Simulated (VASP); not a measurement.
Here is a VASP 6.6.1 calculation.

INCAR

```
  PREC = Accurate
  ENCUT = 520
  EDIFF = 1E-6
  ISMEAR = -1
  SIGMA = 0.02
  LREAL = F
  LASPH = T
  NELM = 60
  ALGO = Normal
  ISIF = 2
  LWAVE = F
  LCHARG = F
  GGA = PE
  IBRION = 2
  NSW = 80
  EDIFFG = -0.02
```

KPOINTS

```
regular mesh
0
Gamma
  7 7 10
```

The input POSCAR:

```
TiO2
1.0
    4.6544543012      0.0000000000      0.0000000000
    0.0000000000      4.6544543012      0.0000000000
    0.0000000000      0.0000000000      2.9979386759
Ti O
2 4
Direct
    0.0000000000      0.0000000000      0.0000000000
    0.5000000000      0.5000000000      0.5000000000
    0.3042802921      0.3042802921      0.0000000000
    0.1957197079      0.8042802921      0.5000000000
    0.6957197079      0.6957197079      0.0000000000
    0.8042802921      0.1957197079      0.5000000000
```

Potentials or basis: VASP PAW PBE potentials, release 64 (Ti_sv, O).

Command:

```sh
$ cat potpaw_PBE.64/Ti_sv/POTCAR potpaw_PBE.64/O/POTCAR > POTCAR
$ mpirun -np 1 vasp_std > vasp.out
```

(1) Estimate the band gap on the k mesh.

(2) What does it give for the energy gained by relaxing?

Answers

(1) 1.79 eV, direct.

(2) 0.4 meV/atom.
